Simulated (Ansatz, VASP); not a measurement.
## SrO in VASP and in Ansatz

File POSCAR:

```
SrO
1.0
    0.0000000000      2.5798927168      2.6694149941
    2.5798927168      0.0000000000      2.6694149941
    2.5798927168      2.5798927168      0.0000000000
Sr O
1 1
Direct
    0.5000000000      0.5000000000      0.5000000000
    0.0000000000      0.0000000000      0.0000000000
```

The input INCAR.step1:

```
SYSTEM = SrO
PREC     = Accurate       ! precision mode
ENCUT    = 520            ! plane-wave cutoff, eV
EDIFF    = 1E-5           ! SCF threshold, eV
ISMEAR   = 0              ! smearing method
SIGMA    = 0.01           ! smearing width, eV
LREAL    = .False.        ! projectors in reciprocal space
LASPH    = .True.         ! aspherical terms in the spheres
NELM     = 100            ! most SCF steps
ALGO     = Normal         ! electronic algorithm
ISIF     = 2              ! what is computed and relaxed
LWAVE    = .True.         ! write WAVECAR
GGA      = PE             ! functional
NBANDS   = 15             ! bands
```

The input INCAR.step2:

```
SYSTEM = SrO
PREC     = Accurate       ! precision mode
ENCUT    = 520            ! plane-wave cutoff, eV
EDIFF    = 1E-6           ! SCF threshold, eV
ISMEAR   = 0              ! smearing method
SIGMA    = 0.01           ! smearing width, eV
LREAL    = .False.        ! projectors in reciprocal space
LASPH    = .True.         ! aspherical terms in the spheres
NELM     = 100            ! most SCF steps
ALGO     = Normal         ! electronic algorithm
ISIF     = 2              ! what is computed and relaxed
LWAVE    = .False.        ! write WAVECAR
LCHARG   = .True.         ! write CHGCAR
GGA      = PE             ! functional
LHFCALC  = .True.         ! exact exchange
HFSCREEN = 0.2079         ! screening, 1/A
PRECFOCK = Normal       
LELF     = .True.         ! ELF
LVHAR    = .True.       
ISTART   = 1            
NBANDS   = 15             ! bands
```

Contents of KPOINTS:

```
regular mesh
0
Gamma
  6 6 6
  0 0 0
```

Input for Ansatz:

```yaml
crystal:
  lattice:
    - [0.0, 2.5798927168, 2.6694149941]
    - [2.5798927168, 0.0, 2.6694149941]
    - [2.5798927168, 2.5798927168, 0.0]
  atoms:
    - { symbol: Sr, position: [0.5, 0.5, 0.5] }
    - { symbol: O, position: [0.0, 0.0, 0.0] }
kpoints:
  mp_grid: { grid: [6, 6, 6] }
  band_path:
    path:
      - [0.0, 0.0, 0.0]
      - [0.5, 0.0, 0.5]
      - [0.625, 0.25, 0.625]
      - [0.375, 0.375, 0.75]
      - [0.5, 0.5, 0.5]
      - [0.5, 0.25, 0.75]
      - [0.0, 0.5, 0.5]
    npoints: 1
hamiltonian:
  xc: hse06
scf:
  occupations: { method: fixed }
  n_extra_bands: 4
output:
  forces: true
  stress: true
  eigenvalues: true
```

Change from the starting cell: uniaxial_z strain +3.5%.

Alike in both runs: task single point; functional HSE06; k mesh 6 × 6 × 6; no spin polarisation.

```csv
,VASP,Ansatz
version,VASP 6.6.1,Ansatz 0.2.0
potentials or method,"VASP PAW PBE potentials, release 64 (Sr_sv, O)","plane waves, PAW"
plane-wave cutoff (eV),520,420
occupations,"gaussian, width 0.01 eV",fixed
valence electrons in the cell,16,16
```

VASP gave:

| Item | Value |
| --- | --- |
| gap on the k mesh at the Fermi level (eV) | 4.69 |
| pressure (GPa) | -2.5 |
| traceless stress, the component that is largest in VASP (GPa) | -2.23 |

**Question.** Which values does Ansatz return?

**Answer.** gap on the k mesh at the Fermi level (eV): 4.74; pressure (GPa): -3.0; traceless stress, the component that is largest in VASP (GPa): -2.10.

Ansatz's warnings: stress exchange threshold loose, stress scf threshold loose.
